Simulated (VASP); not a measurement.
# Y (Fm-3m) in VASP: a series of runs

The runs below take Y through single point, with PBEsol.

Program: VASP 6.6.1. These are calculated values, not measurements. Logs are shortened: lines on timing, memory, paths and dates and some standing lists are left out, and cuts for length are marked.

**1. The cell of the first run**

It takes space group Fm-3m (No. 225, cubic). The conventional cell has a = 4.505 Å, b = 4.505 Å, c = 4.505 Å, α = 90.00°, β = 90.00°, γ = 90.00°. Y (site symmetry m-3m) has 12 Y at 3.19 Å within 4.2 Å.

**2. Single point, PBEsol**

Input file INCAR:

```
  PREC = Accurate
  ENCUT = 520
  EDIFF = 1E-6
  ISMEAR = -1
  SIGMA = 0.1
  LREAL = False
  LASPH = True
  NELM = 60
  ALGO = Normal
  ISIF = 2
  LWAVE = False
  LCHARG = False
  GGA = PS
  NBANDS = 12
```

Input file KPOINTS:

```
regular mesh
0
Gamma
  10 10 10
```

Input file POSCAR:

```
Y
1.0
    0.0000000000      2.2526001733      2.2526001733
    2.2526001733      0.0000000000      2.2526001733
    2.2526001733      2.2526001733      0.0000000000
Y
1
Direct
    0.0000000000      0.0000000000      0.0000000000
```

Potentials or basis: VASP PAW PBE potentials, release 64 (Y_sv).

Command:

```bash
$ cat potpaw_PBE.64/Y_sv/POTCAR > POTCAR
$ mpirun -np 1 vasp_std > vasp.out
```

OUTCAR:

```text
PREC = Accurate
   ENCUT = 520
   EDIFF = 1E-6
   ISMEAR = -1
   LREAL = False
   LASPH = True
   NELM = 60
   ISIF = 2
   GGA = PS

 ion  position               nearest neighbor table
   1  0.000  0.000  0.000-

  LATTYP: Found a face centered cubic cell.
 ALAT       =     4.5052003466

  Lattice vectors:

 A1 = (   0.0000000000,   2.2526001733,   2.2526001733)
 A2 = (   2.2526001733,   0.0000000000,   2.2526001733)
 A3 = (   2.2526001733,   2.2526001733,   0.0000000000)

Analysis of symmetry for initial positions (statically):
=====================================================================
 Subroutine PRICEL returns:
 Original cell was already a primitive cell.

 Routine SETGRP: Setting up the symmetry group for a
 face centered cubic supercell.

 Subroutine GETGRP returns: Found 48 space group operations
 (whereof 48 operations were pure point group operations)
 out of a pool of 48 trial point group operations.

The static configuration has the point symmetry O_h .

Analysis of symmetry for dynamics (positions and initial velocities):
=====================================================================
 Subroutine PRICEL returns:
 Original cell was already a primitive cell.

 Routine SETGRP: Setting up the symmetry group for a
 face centered cubic supercell.

 Subroutine GETGRP returns: Found 48 space group operations
 (whereof 48 operations were pure point group operations)
 out of a pool of 48 trial point group operations.

The dynamic configuration has the point symmetry O_h .

 Subroutine INISYM returns: Found 48 space group operations
 (whereof 48 operations are pure point group operations),
 and found     1 'primitive' translations

----------------------------------------------------------------------------------------

                                     Primitive cell

  volume of cell :      22.8603

  direct lattice vectors                    reciprocal lattice vectors
     0.000000000  2.252600173  2.252600173    -0.221965711  0.221965711  0.221965711
     2.252600173  0.000000000  2.252600173     0.221965711 -0.221965711  0.221965711
     2.252600173  2.252600173  0.000000000     0.221965711  0.221965711 -0.221965711

  length of vectors
     3.185657716  3.185657716  3.185657716     0.384455890  0.384455890  0.384455890

  position of ions in fractional coordinates (direct lattice)
     0.000000000  0.000000000  0.000000000

  ion indices of the primitive-cell ions
   primitive index   ion index
                 1           1

----------------------------------------------------------------------------------------

 KPOINTS: regular mesh

Automatic generation of k-mesh.
 Grid dimensions read from file:
 generate k-points for:   10   10   10

 Generating k-lattice:

  Cartesian coordinates                     Fractional coordinates (reciprocal lattice)
    -0.022196571  0.022196571  0.022196571     0.100000000  0.000000000  0.000000000
     0.022196571 -0.022196571  0.022196571     0.000000000  0.100000000  0.000000000
     0.022196571  0.022196571 -0.022196571     0.000000000  0.000000000  0.100000000

  Length of vectors
     0.038445589  0.038445589  0.038445589

  Shift w.r.t. Gamma in fractional coordinates (k-lattice)
     0.000000000  0.000000000  0.000000000

 Subroutine IBZKPT returns following result:
 ===========================================

 Found     47 irreducible k-points:

 Following reciprocal coordinates:
            Coordinates               Weight
  0.000000  0.000000  0.000000      1.000000
  0.100000  0.000000  0.000000      8.000000
  0.200000  0.000000  0.000000      8.000000
  0.300000  0.000000  0.000000      8.000000
  0.400000  0.000000  0.000000      8.000000
  0.500000  0.000000  0.000000      4.000000
[... 16 lines left out ...]
  0.300000  0.300000  0.000000      6.000000
  0.400000  0.300000  0.000000     24.000000
 [... further k-points ...]
   k-points           NKPTS =     47   k-points in BZ     NKDIM =     47   number of bands    NBANDS=     12
   number of dos      NEDOS =    301   number of ions     NIONS =      1
   total plane-waves  NPLWV =  13824
   dimension x,y,z NGX =    24 NGY =   24 NGZ =   24
   dimension x,y,z NGXF=    48 NGYF=   48 NGZF=   48
   ions per type =               1
   NGX,Y,Z   is equivalent  to a cutoff of  12.52, 12.52, 12.52 a.u.
   NGXF,Y,Z  is equivalent  to a cutoff of  25.05, 25.05, 25.05 a.u.
 SYSTEM =  unknown system
   PREC   = accura    normal or accurate (medium, high low for compatibility)
   ISTART =      0    job   : 0-new  1-cont  2-samecut
   ICHARG =      2    charge: 1-file 2-atom 10-const
   ISPIN  =      1    spin polarized calculation?
   LNONCOLLINEAR =      F non collinear calculations
   LSORBIT =      F    spin-orbit coupling
   LASPH  =      T    aspherical Exc in radial PAW
   ENCUT  =  520.0 eV  38.22 Ry    6.18 a.u.   5.92  5.92  5.92*2*pi/ulx,y,z
   NELM   =     60;   NELMIN=  2; NELMDL= -5     # of ELM steps
   EDIFF  = 0.1E-05   stopping-criterion for ELM
   LREAL  =      F    real-space projection
   EDIFFG = 0.1E-04   stopping-criterion for IOM
   NSW    =      0    number of steps for IOM
   IBRION =     -1    ionic relax: 0-MD 1-quasi-New 2-CG
   NFREE  =      0    steps in history (QN), initial steepest desc. (CG)
   ISIF   =      2    stress and relaxation
   ISYM   =      2    0-nonsym 1-usesym 2-fastsym
   POTIM  = 0.5000    time-step for ionic-motion
   TEBEG  =    0.0;   TEEND  =   0.0 temperature during run
   PSTRESS=    0.0 pullay stress
   NELECT =      11.0000    total number of electrons
   NUPDOWN=      -1.0000    fix difference up-down
   EMIN   =  10.00;   EMAX   =-10.00  energy-range for DOS
   EFERMI =   0.00;   METHOD = LEGACY
   ISMEAR =    -1;   SIGMA  =   0.10  broadening in eV -4-tet -1-fermi 0-gaus
   EFERMI_NEDOS =   21; number of points for ismear=-14 and -15
   IALGO  =     38    algorithm
   IMIX   =      4    mixing-type and parameters
     AMIX     =   0.40;   BMIX     =  1.00
     AMIX_MAG =   1.60;   BMIX_MAG =  1.00
  volume/ion in A,a.u.               =      22.86       154.27
  Fermi-wavevector in a.u.,A,eV,Ry     =   1.282857  2.424248 22.391412  1.645722
  Thomas-Fermi vector in A             =   2.415144
   LORBIT       =      0    0 simple, 1 ext, 2 COOP (PROOUT), +10 PAW based schemes
   GGA     = PS    functional components
   LHFCALC =     F    Hartree Fock is set to
   AEXX    =    0.0000 exact exchange contribution
   IVDW    =     0    specifies the selected vdW correction
   LEPSILON=     F    determine dielectric tensor
   LRPA    =     F    only Hartree local field effects (RPA)
 non-spin polarized calculation
  energy-cutoff  :      520.00
  volume of cell :       22.86
 maximum number of plane-waves:       636
   NGX = 11   NGY = 11   NGZ = 11

 number of electron      11.0000000 magnetization

 Free energy of the ion-electron system (eV)
  ---------------------------------------------------
  ext. energy  EPLUGINS =         0.00000000
  ---------------------------------------------------
  free energy    TOTEN  =        -6.43030629 eV

  energy without entropy =       -6.39801180  energy(sigma->0) =       -6.41415904

 E-fermi :   4.8585     XC(G=0): -11.0596

 val. band max:        4.7696884222   @ k =  -0.4000   0.4000   0.2000
 cond. band min:       4.8795195323   @ k =   0.5000   0.2000   0.0000
 fundamental gap:      0.1098311101
 Fermi energy:         4.8584632240

 k-point     1 :       0.0000    0.0000    0.0000
  band No.  band energies     occupation
      1     -37.0736      2.00000
      2     -16.2660      2.00000
      3     -16.2660      2.00000
      4     -16.2660      2.00000
      5      -0.1888      2.00000
      6       6.9752      0.00000
      7       6.9752      0.00000
      8       6.9752      0.00000
      9      10.0251      0.00000
     10      10.0251      0.00000
     11      14.8497      0.00000
     12      19.2887      0.00000

 k-point     2 :       0.1000    0.0000    0.0000
  band No.  band energies     occupation
      1     -37.0476      2.00000
      2     -16.4485      2.00000
      3     -16.2865      2.00000
      4     -16.2865      2.00000
      5       0.1891      2.00000
      6       6.5871      0.00000
      7       7.1420      0.00000
      8       7.1420      0.00000
      9       9.8039      0.00000
     10       9.8039      0.00000
     11      15.6689      0.00000
     12      18.1540      0.00000

 k-point     3 :       0.2000    0.0000    0.0000
  band No.  band energies     occupation
      1     -36.9785      2.00000
      2     -16.9029      2.00000
      3     -16.3396      2.00000
      4     -16.3396      2.00000
      5       1.1347      2.00000
      6       5.9339      0.00004
      7       7.3747      0.00000
      8       7.3747      0.00000
      9       9.6569      0.00000
     10       9.6569      0.00000
     11      15.9980      0.00000
     12      18.3499      0.00000

 k-point     4 :       0.3000    0.0000    0.0000
  band No.  band energies     occupation
      1     -36.8915      2.00000
      2     -17.4257      2.00000
      3     -16.4041      2.00000
      4     -16.4041      2.00000
      5       2.0580      2.00000
      6       5.8340      0.00012
      7       7.1685      0.00000
      8       7.1685      0.00000
      9      10.3919      0.00000
     10      10.3919      0.00000
     11      14.9469      0.00000
     12      20.0342      0.00000

 k-point     5 :       0.4000    0.0000    0.0000
  band No.  band energies     occupation
      1     -36.8198      2.00000
      2     -17.8234      2.00000
      3     -16.4554      2.00000
      4     -16.4554      2.00000
      5       2.3822      2.00000
      6       6.5718      0.00000
      7       6.8243      0.00000
      8       6.8243      0.00000
      9      11.6316      0.00000
     10      11.6316      0.00000
     11      14.5197      0.00000
     12      18.2207      0.00000
[... 228 lines left out ...]
      1     -36.7939      2.00000
      2     -17.5836      2.00000
      3     -16.9056      2.00000
      4     -16.4776      2.00000
      5       3.5868      1.99999
      6       5.3778      0.01105
      7       5.7184      0.00037
      8       7.8370      0.00000
      9       9.8856      0.00000
     10      13.5315      0.00000
     11      16.8772      0.00000
     12      18.1735      0.00000

 k-point    22 :      -0.2000    0.2000    0.0000
  band No.  band energies     occupation
      1     -36.8617      2.00000
      2     -17.3391      2.00000
      3     -16.7444      2.00000
      4     -16.3934      2.00000
      5       2.8440      2.00000
      6       5.2736      0.03101
      7       6.2972      0.00000
      8       8.1359      0.00000
      9       8.6430      0.00000
     10      12.2695      0.00000
     11      17.4396      0.00000
     12      19.9748      0.00000

 k-point    23 :       0.3000    0.3000    0.0000
  band No.  band energies     occupation
      1     -36.8320      2.00000
      2     -17.3606      2.00000
      3     -16.6584      2.00000
      4     -16.6584      2.00000
      5       2.5399      2.00000
      6       4.0826      1.99915
      7       7.0205      0.00000
      8       9.6087      0.00000
      9       9.6087      0.00000
     10      11.3905      0.00000
     11      20.0058      0.00000
     12      20.0060      0.00000

 k-point    24 :       0.4000    0.3000    0.0000
  band No.  band energies     occupation
      1     -36.7755      2.00000
      2     -17.5695      2.00000
      3     -16.7819      2.00000
      4     -16.7220      2.00000
      5       2.7445      2.00000
      6       3.8520      1.99991
      7       7.0432      0.00000
      8       9.8635      0.00000
      9      11.0193      0.00000
     10      12.1649      0.00000
     11      17.8974      0.00000
     12      18.9680      0.00000

 [... further k-points ...]

------------------------ aborting loop because EDIFF is reached ----------------------------------------

  FORCE on cell =-STRESS in cart. coord.  units (eV):
  Direction    XX          YY          ZZ          XY          YZ          ZX
  --------------------------------------------------------------------------------------
  -------------------------------------------------------------------------------------
  Total        2.7980458      2.7980458      2.7980458      0.0000000     -0.0000000      0.0000000
  in kB      196.1024702    196.1024702    196.1024702      0.0000000     -0.0000000      0.0000000
  external PRESSURE =     196.1024702 kB  Pullay stress =       0.0000000 kB

 VOLUME and BASIS-vectors are now :
 -----------------------------------------------------------------------------
  energy-cutoff  :      520.00
  volume of cell :       22.86
      direct lattice vectors                 reciprocal lattice vectors
     0.000000000  2.252600173  2.252600173    -0.221965711  0.221965711  0.221965711
     2.252600173  0.000000000  2.252600173     0.221965711 -0.221965711  0.221965711
     2.252600173  2.252600173  0.000000000     0.221965711  0.221965711 -0.221965711

 POSITION                                       TOTAL-FORCE (eV/Angst)
 -----------------------------------------------------------------------------------
      0.00000      0.00000      0.00000         0.000000      0.000000      0.000000
 -----------------------------------------------------------------------------------
    total drift:                               -0.000000     -0.000000     -0.000000

  FREE ENERGIE OF THE ION-ELECTRON SYSTEM (eV)
  ---------------------------------------------------
  free  energy   TOTEN  =        -6.4303062892 eV

  energy  without entropy=       -6.3980117975  energy(sigma->0) =       -6.41415904
```

Wall time 18 s (1 thread of AMD EPYC 7R43 (Zen 3), shared host); peak memory 0.12 GiB.

Results:

| Item | Value |
| --- | --- |
| Free energy | -6.4303 eV |
| Pressure | 19.6 GPa |

Levels at points of the mesh, in eV from the Fermi level:
```
           k point  band 2  band 3  band 4  band 5  band 6  band 7  band 8  band 9
(0.00, 0.00, 0.00)  -21.12  -21.12  -21.12   -5.05    2.12    2.12    2.12    5.17
(0.50, 0.00, 0.00)  -22.83  -21.33  -21.33   -2.46    1.83    1.83    2.23    7.46
(0.50, 0.50, 0.00)  -22.70  -21.71  -21.71   -2.74   -1.71    4.33    7.49    8.16
```

Caveat: the PAW data sets were made with another functional, which shifts forces and pressure a little.

**3. Single point, PBEsol**

This run uses another cell than the first one, of 25.75 Å³/atom, 1.126 times its volume.

Input file INCAR:

```
SYSTEM = Y
PREC     = Accurate       ! precision mode
ENCUT    = 520            ! plane-wave cutoff, eV
EDIFF    = 1E-6           ! SCF threshold, eV
ISMEAR   = -1             ! smearing method
SIGMA    = 0.1            ! smearing width, eV
LREAL    = .FALSE.        ! projectors in reciprocal space
LASPH    = .TRUE.         ! aspherical terms in the spheres
NELM     = 80             ! most SCF steps
ALGO     = Normal         ! electronic algorithm
ISIF     = 2              ! what is computed and relaxed
LWAVE    = .FALSE.        ! write WAVECAR
LCHARG   = .FALSE.        ! write CHGCAR
GGA      = PS             ! functional
NBANDS   = 12             ! bands
```

Input file KPOINTS:

```
Automatic mesh
0
G
  10 10 10
  0 0 0
```

Input file POSCAR:

```
Y
1.0
    0.0000000000      2.3438208644      2.3438208644
    2.3438208644      0.0000000000      2.3438208644
    2.3438208644      2.3438208644      0.0000000000
Y
1
Direct
    0.0000000000      0.0000000000      0.0000000000
```

Potentials or basis: VASP PAW PBE potentials, release 64 (Y_sv).

Command:

```bash
$ cat potpaw_PBE.64/Y_sv/POTCAR > POTCAR
$ mpirun -np 1 vasp_std > vasp.out
```

Run time: 30 s. Hardware: 1 thread of AMD EPYC 7R43 (Zen 3), shared host; peak memory 0.14 GiB.

The run converged. Its results:

```
Free energy : -6.6893 eV
Pressure    : 9.7 GPa
```

Levels at points of the mesh, in eV from the Fermi level:
| k point | band 2 | band 3 | band 4 | band 5 | band 6 | band 7 | band 8 | band 9 |
| --- | --- | --- | --- | --- | --- | --- | --- | --- |
| (0.00, 0.00, 0.00) | -21.53 | -21.53 | -21.53 | -5.03 | 2.02 | 2.02 | 2.02 | 4.68 |
| (0.50, 0.00, 0.00) | -22.74 | -21.68 | -21.68 | -2.29 | 1.55 | 1.77 | 1.77 | 6.66 |
| (0.50, 0.50, 0.00) | -22.65 | -21.95 | -21.95 | -2.36 | -1.38 | 3.39 | 6.68 | 7.25 |

Caveat: the PAW data sets were made with another functional, which shifts forces and pressure a little.
